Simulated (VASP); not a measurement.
Write the native input for VASP 6.6.1 that does the following.

* Task: single point
* Functional: PBE
* Potentials or basis: VASP PAW PBE potentials, release 64 (Au)
* Cutoff: 520 eV
* k mesh: 11 × 11 × 11
* Occupations: gaussian, width 0.1 eV
* Spin: no spin polarisation
* Dipole correction: no
* Further INCAR settings: ALGO = Normal; EDIFF = 1e-06; NBANDS = 12

The structure of Au lies in POSCAR:

```
Au
1.0
    1.5946880605      1.5946880605      1.5946880605
   -1.5946880605      1.5946880605      1.5946880605
   -1.5946880605     -1.5946880605      1.5946880605
Au
1
Direct
    0.0000000000      0.0000000000      0.0000000000
```

One way to write it, as run:

INCAR

```
SYSTEM = Au
ALGO = Normal
EDIFF = 1E-6
ENCUT = 520
GGA = PE
ISIF = 2
ISMEAR = 0
LASPH = .TRUE.
LCHARG = .FALSE.
LREAL = .FALSE.
LWAVE = .FALSE.
NBANDS = 12
NELM = 60
PREC = Accurate
SIGMA = 0.1
```

KPOINTS

```
k-points
0
G
  11 11 11
  0 0 0
```

Potentials or basis: VASP PAW PBE potentials, release 64 (Au).

The run is started by

```sh
$ cat potpaw_PBE.64/Au/POTCAR > POTCAR
$ mpirun -np 1 vasp_std > vasp.out
```

It gave:

* Pressure: 19.6 GPa

Run time: 7.4 s on 1 thread of AMD EPYC 9R45 96-Core Processor (Zen 5), with other jobs on the host, peak memory 0.11 GiB.
